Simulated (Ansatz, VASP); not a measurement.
**Rh in VASP and in Ansatz**

```
Rh
1.0
     2.73098    0.00000    0.00000
    -1.36549    2.36510    0.00000
     0.00000    0.00000    4.42849
Rh
2
Direct
  0.66667 0.33333 0.75000
  0.33333 0.66667 0.25000
```

Alike in both runs: task single point; functional PBE; k mesh 6 × 6 × 4; occupations gaussian, width 0.1 eV; no spin polarisation; Hubbard terms Rh d U = 8.7 eV, J = 0.41 eV.

```csv
,VASP,Ansatz
version,VASP 6.6.1,Ansatz 0.2.0
potentials or method,"VASP PAW PBE potentials, release 64 (Rh_pv), cutoff 500 eV","scalar-relativistic, plane waves, PAW"
valence electrons in the cell,30,34
```

```csv
,VASP,Ansatz,Ansatz less VASP
gap on the k mesh at the Fermi level (eV),none,none,-
pressure (GPa),-17.9,-2.5,+15.40
"traceless stress, the component that is largest in VASP (GPa)",-5.03,-2.83,+2.199
```

The programs project onto different local orbitals, so the same U acts differently, and such runs can settle in different states. A gap of «none» marks a metal or a gap that the smearing closes. VASP's potentials hold 30 valence electrons a cell and Ansatz's 34, so a difference there can come from the potentials and not from the codes. Ansatz's warnings: filled band counts differ across k points.

The k mesh is coarse, so the values compare programs but aren't converged.
